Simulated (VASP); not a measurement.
# Sn2TeAs2 (P4mm) in VASP: relaxation of cell and atoms with PBE

Aim: the relaxation of cell and atoms of Sn2TeAs2 with PBE.

Program: VASP 6.6.1. These are calculated values, not measurements. Logs are shortened: lines on timing, memory, paths and dates and some standing lists are left out, and cuts for length are marked.

**1. The cell of the first run**

The structure is tetragonal, space group P4mm (No. 99). The conventional cell has a = 4.155 Å, b = 4.155 Å, c = 7.936 Å, α = 90.00°, β = 90.00°, γ = 90.00°. Sn (site symmetry 2mm) has 1 As at 2.90 Å and 4 Sn at 2.94 Å and 2 Te at 3.34 Å within 3.8 Å. Te (site symmetry 4mm) has 4 As at 3.20 Å and 4 Sn at 3.34 Å and 4 Te at 4.15 Å within 4.2 Å. Within 3.8 Å of As (site symmetry 2mm) lie 1 Sn at 2.90 Å and 4 As at 2.94 Å and 2 Te at 3.20 Å.

The cell was generated, and may not be a known phase.

**2. Relaxation of cell and atoms, PBE**

INCAR reads:

```
  ALGO = Normal
  EDIFF = 1E-7
  EDIFFG = -0.01
  ENCUT = 600
  GGA = PE
  IBRION = 2
  ISIF = 3
  ISMEAR = 0
  LASPH = T
  LCHARG = F
  LREAL = F
  LWAVE = F
  NELM = 80
  NSW = 100
  PREC = Accurate
  SIGMA = 0.1
```

KPOINTS reads:

```
k-points
0
Gamma
  10 10 6
```

POSCAR reads:

```
Sn2TeAs2
1.0
    4.1549263738      0.0000000000      0.0000000000
    0.0000000000      4.1549263738      0.0000000000
    0.0000000000      0.0000000000      7.9356850888
Sn Te As
2 1 2
Direct
    0.5000000000      0.0000000000      0.8706556422
    0.0000000000      0.5000000000      0.8706556422
    0.5000000000      0.5000000000      0.1997524583
    0.5000000000      0.0000000000      0.5058123286
    0.0000000000      0.5000000000      0.5058123286
```

Potentials or basis: VASP PAW PBE potentials, release 64 (Sn_d, Te, As).

Command:

```sh
$ cat potpaw_PBE.64/Sn_d/POTCAR potpaw_PBE.64/Te/POTCAR potpaw_PBE.64/As/POTCAR > POTCAR
$ mpirun -np 1 vasp_std > vasp.out
```

OUTCAR:

```text
EDIFF = 1E-7
   EDIFFG = -0.01
   ENCUT = 600
   GGA = PE
   IBRION = 2
   ISIF = 3
   ISMEAR = 0
   LASPH = T
   LREAL = F
   NELM = 80
   NSW = 100
   PREC = Accurate

 ion  position               nearest neighbor table
   1  0.500  0.000  0.871-   4 2.90   2 2.94   2 2.94   2 2.94   2 2.94   3 3.34   3 3.34
   2  0.000  0.500  0.871-   5 2.90   1 2.94   1 2.94   1 2.94   1 2.94   3 3.34   3 3.34
   3  0.500  0.500  0.200-   4 3.20   5 3.20   4 3.20   5 3.20   1 3.34   1 3.34   2 3.34   2 3.34

   4  0.500  0.000  0.506-   1 2.90   3 3.20   3 3.20
   5  0.000  0.500  0.506-   2 2.90   3 3.20   3 3.20

  LATTYP: Found a simple tetragonal cell.
 ALAT       =     4.1549263738
 C/A-ratio  =     1.9099460195

  Lattice vectors:

 A1 = (   4.1549263738,   0.0000000000,   0.0000000000)
 A2 = (   0.0000000000,   4.1549263738,   0.0000000000)
 A3 = (   0.0000000000,   0.0000000000,   7.9356850888)

Analysis of symmetry for initial positions (statically):
=====================================================================
 Subroutine PRICEL returns:
 Original cell was already a primitive cell.

 Routine SETGRP: Setting up the symmetry group for a
 simple tetragonal supercell.

 Subroutine GETGRP returns: Found  8 space group operations
 (whereof  8 operations were pure point group operations)
 out of a pool of 16 trial point group operations.

The static configuration has the point symmetry C_4v.

Analysis of symmetry for dynamics (positions and initial velocities):
=====================================================================
 Subroutine PRICEL returns:
 Original cell was already a primitive cell.

 Routine SETGRP: Setting up the symmetry group for a
 simple tetragonal supercell.

 Subroutine GETGRP returns: Found  8 space group operations
 (whereof  8 operations were pure point group operations)
 out of a pool of 16 trial point group operations.

The dynamic configuration has the point symmetry C_4v.

 Subroutine INISYM returns: Found  8 space group operations
 (whereof  8 operations are pure point group operations),
 and found     1 'primitive' translations

----------------------------------------------------------------------------------------

                                     Primitive cell

  volume of cell :     136.9970

  direct lattice vectors                    reciprocal lattice vectors
     4.154926374  0.000000000  0.000000000     0.240678152  0.000000000  0.000000000
     0.000000000  4.154926374  0.000000000     0.000000000  0.240678152  0.000000000
     0.000000000  0.000000000  7.935685089     0.000000000  0.000000000  0.126013065

  length of vectors
     4.154926374  4.154926374  7.935685089     0.240678152  0.240678152  0.126013065

  position of ions in fractional coordinates (direct lattice)
     0.500000000  0.000000000  0.870655642
     0.000000000  0.500000000  0.870655642
     0.500000000  0.500000000  0.199752458
     0.500000000  0.000000000  0.505812329
     0.000000000  0.500000000  0.505812329

  ion indices of the primitive-cell ions
   primitive index   ion index
                 1           1
                 2           2
                 3           3
                 4           4
                 5           5

----------------------------------------------------------------------------------------

 KPOINTS: k-points

Automatic generation of k-mesh.
 Grid dimensions read from file:
 generate k-points for:   10   10    6

 Generating k-lattice:

  Cartesian coordinates                     Fractional coordinates (reciprocal lattice)
     0.024067815  0.000000000  0.000000000     0.100000000  0.000000000  0.000000000
     0.000000000  0.024067815  0.000000000     0.000000000  0.100000000  0.000000000
     0.000000000  0.000000000  0.021002177     0.000000000  0.000000000  0.166666667

  Length of vectors
     0.024067815  0.024067815  0.021002177

  Shift w.r.t. Gamma in fractional coordinates (k-lattice)
     0.000000000  0.000000000  0.000000000

 Subroutine IBZKPT returns following result:
 ===========================================

 Found     84 irreducible k-points:

 Following reciprocal coordinates:
            Coordinates               Weight
  0.000000  0.000000  0.000000      1.000000
  0.100000  0.000000  0.000000      4.000000
  0.200000  0.000000  0.000000      4.000000
  0.300000  0.000000  0.000000      4.000000
  0.400000  0.000000  0.000000      4.000000
  0.500000  0.000000  0.000000      2.000000
[... 16 lines left out ...]
  0.100000  0.000000  0.166667      8.000000
  0.200000  0.000000  0.166667      8.000000
 [... further k-points ...]
   k-points           NKPTS =     84   k-points in BZ     NKDIM =     84   number of bands    NBANDS=     26
   number of dos      NEDOS =    301   number of ions     NIONS =      5
   total plane-waves  NPLWV =  82944
   dimension x,y,z NGX =    36 NGY =   36 NGZ =   64
   dimension x,y,z NGXF=    72 NGYF=   72 NGZF=  128
   ions per type =               2   1   2
   NGX,Y,Z   is equivalent  to a cutoff of  14.40, 14.40, 13.41 a.u.
   NGXF,Y,Z  is equivalent  to a cutoff of  28.81, 28.81, 26.81 a.u.
 SYSTEM =  unknown system
   PREC   = accura    normal or accurate (medium, high low for compatibility)
   ISTART =      0    job   : 0-new  1-cont  2-samecut
   ICHARG =      2    charge: 1-file 2-atom 10-const
   ISPIN  =      1    spin polarized calculation?
   LNONCOLLINEAR =      F non collinear calculations
   LSORBIT =      F    spin-orbit coupling
   LASPH  =      T    aspherical Exc in radial PAW
   ENCUT  =  600.0 eV  44.10 Ry    6.64 a.u.   8.30  8.30 15.85*2*pi/ulx,y,z
   NELM   =     80;   NELMIN=  2; NELMDL= -5     # of ELM steps
   EDIFF  = 0.1E-06   stopping-criterion for ELM
   LREAL  =      F    real-space projection
   EDIFFG = -.1E-01   stopping-criterion for IOM
   NSW    =    100    number of steps for IOM
   IBRION =      2    ionic relax: 0-MD 1-quasi-New 2-CG
   NFREE  =      1    steps in history (QN), initial steepest desc. (CG)
   ISIF   =      3    stress and relaxation
   ISYM   =      2    0-nonsym 1-usesym 2-fastsym
   POTIM  = 0.5000    time-step for ionic-motion
   TEBEG  =    0.0;   TEEND  =   0.0 temperature during run
   PSTRESS=    0.0 pullay stress
   NELECT =      44.0000    total number of electrons
   NUPDOWN=      -1.0000    fix difference up-down
   EMIN   =  10.00;   EMAX   =-10.00  energy-range for DOS
   EFERMI =   0.00;   METHOD = LEGACY
   ISMEAR =     0;   SIGMA  =   0.10  broadening in eV -4-tet -1-fermi 0-gaus
   EFERMI_NEDOS =   21; number of points for ismear=-14 and -15
   IALGO  =     38    algorithm
   IMIX   =      4    mixing-type and parameters
     AMIX     =   0.40;   BMIX     =  1.00
     AMIX_MAG =   1.60;   BMIX_MAG =  1.00
  volume/ion in A,a.u.               =      27.40       184.90
  Fermi-wavevector in a.u.,A,eV,Ry     =   1.121128  2.118626 17.101556  1.256929
  Thomas-Fermi vector in A             =   2.257780
   LORBIT       =      0    0 simple, 1 ext, 2 COOP (PROOUT), +10 PAW based schemes
   GGA     = PE    functional components
   LHFCALC =     F    Hartree Fock is set to
   AEXX    =    0.0000 exact exchange contribution
   IVDW    =     0    specifies the selected vdW correction
   LEPSILON=     F    determine dielectric tensor
   LRPA    =     F    only Hartree local field effects (RPA)
 conjugate gradient relaxation of ions
 non-spin polarized calculation
 Gauss-broadening in eV      SIGMA  =   0.10
  energy-cutoff  :      600.00
  volume of cell :      137.00
 maximum number of plane-waves:      4608
 NGX is ok and might be reduce to    36
   NGX = 17   NGY = 17   NGZ = 31

--------------------------------------- Ionic step        1  -------------------------------------------

 number of electron      44.0000000 magnetization

 Free energy of the ion-electron system (eV)
  ---------------------------------------------------
  ext. energy  EPLUGINS =         0.00000000
  ---------------------------------------------------
  free energy    TOTEN  =       -18.89991500 eV

  energy without entropy =      -18.88646262  energy(sigma->0) =      -18.89318881

------------------------ aborting loop because EDIFF is reached ----------------------------------------

  FORCE on cell =-STRESS in cart. coord.  units (eV):
  Direction    XX          YY          ZZ          XY          YZ          ZX
  --------------------------------------------------------------------------------------
  -------------------------------------------------------------------------------------
  Total        0.3089600      0.3089600     -0.7110113      0.0000000      0.0000000      0.0000000
  in kB        3.6132810      3.6132810     -8.3152632      0.0000000      0.0000000      0.0000000
  external PRESSURE =      -0.3629004 kB  Pullay stress =       0.0000000 kB
[... 297 lines left out ...]
  energy  without entropy=      -18.9000955166  energy(sigma->0) =      -18.90748541

--------------------------------------- Ionic step        9  -------------------------------------------

 number of electron      43.9999988 magnetization

 Free energy of the ion-electron system (eV)
  ---------------------------------------------------
  ext. energy  EPLUGINS =         0.00000000
  ---------------------------------------------------
  free energy    TOTEN  =       -18.91492952 eV

  energy without entropy =      -18.90019081  energy(sigma->0) =      -18.90756017

 E-fermi :   6.0241     XC(G=0):  -9.6699

 val. band max:        6.0138278384   @ k =   0.2000   0.0000   0.1667
 cond. band min:       6.0244530382   @ k =   0.3000   0.3000   0.5000
 fundamental gap:      0.0106251998
 Fermi energy:         6.0241231266

 k-point     1 :       0.0000    0.0000    0.0000
  band No.  band energies     occupation
      1     -15.8527      2.00000
      2     -15.6672      2.00000
      3     -15.6534      2.00000
      4     -15.5617      2.00000
      5     -15.5617      2.00000
      6     -15.4193      2.00000
[... 685 lines left out ...]
     25       8.1259      0.00000
     26       8.1537      0.00000

 [... further k-points ...]
[... 5 lines left out ...]
  --------------------------------------------------------------------------------------
  -------------------------------------------------------------------------------------
  Total        0.0101849      0.0101849      0.0052706      0.0000000      0.0000000      0.0000000
  in kB        0.1191334      0.1191334      0.0616506      0.0000000      0.0000000      0.0000000
  external PRESSURE =       0.0999725 kB  Pullay stress =       0.0000000 kB
[... 20 lines left out ...]
  FREE ENERGIE OF THE ION-ELECTRON SYSTEM (eV)
  ---------------------------------------------------
  free  energy   TOTEN  =       -18.9149295189 eV

  energy  without entropy=      -18.9001908119  energy(sigma->0) =      -18.90756017

 reached required accuracy - stopping structural energy minimisation
```

It took 32 min on 1 thread of Intel Xeon 8259CL, shared host; peak memory 0.57 GiB.

Results:

| Item | Value |
| --- | --- |
| Free energy | -18.9149 eV |
| Relaxed volume | 27.39 Å³/atom |
| Relaxed cell | a = 4.192 Å, b = 4.192 Å, c = 7.794 Å, α = 90.00°, β = 90.00°, γ = 90.00° |
| Space group after relaxing (to 0.1 Å) | P4mm (No. 99) |
| Energy gained by relaxing | 3.0 meV/atom |
| Ionic steps | 9 |
| Pressure after relaxing | 0.0 GPa |
| Largest force after relaxing | 0.003 eV/Å |
| Band gap on the k mesh | zero (bands 22 and 23 overlap by 2.44 eV) |

Forces on the atoms (eV/Å):
```
Sn   0.000  0.000 -0.002
Sn   0.000  0.000 -0.002
Te   0.000  0.000  0.003
As   0.000  0.000  0.000
As   0.000  0.000  0.000
```

The path:
```csv
step,energy change (eV),largest force (eV/Å),pressure (GPa),volume (Å³)
1,0.0000,0.1008,-0.04,137.00
2,-0.0066,0.1073,0.03,136.87
3,-0.0102,0.1144,0.16,136.67
4,-0.0130,0.0839,-0.11,137.30
5,-0.0135,0.0680,-0.29,137.77
6,-0.0149,0.0244,0.02,136.92
7,-0.0149,0.0278,0.00,136.99
8,-0.0150,0.0174,0.01,136.98
9,-0.0150,0.0034,0.01,136.97
```

Final structure:
```cif
data_structure
_symmetry_space_group_name_H-M 'P 1'
_symmetry_Int_Tables_number 1
_cell_length_a 4.1921
_cell_length_b 4.1921
_cell_length_c 7.7942
_cell_angle_alpha 90.000
_cell_angle_beta 90.000
_cell_angle_gamma 90.000
_cell_volume 136.97
loop_
_atom_site_label
_atom_site_type_symbol
_atom_site_fract_x
_atom_site_fract_y
_atom_site_fract_z
_atom_site_occupancy
Sn1 Sn 0.50000 0.00000 0.87320 1
Sn2 Sn 0.00000 0.50000 0.87320 1
Te1 Te 0.50000 0.50000 0.20392 1
As1 As 0.50000 0.00000 0.50118 1
As2 As 0.00000 0.50000 0.50118 1
```

Caveat: spin-orbit coupling is left out, which moves the levels of the heavy elements.
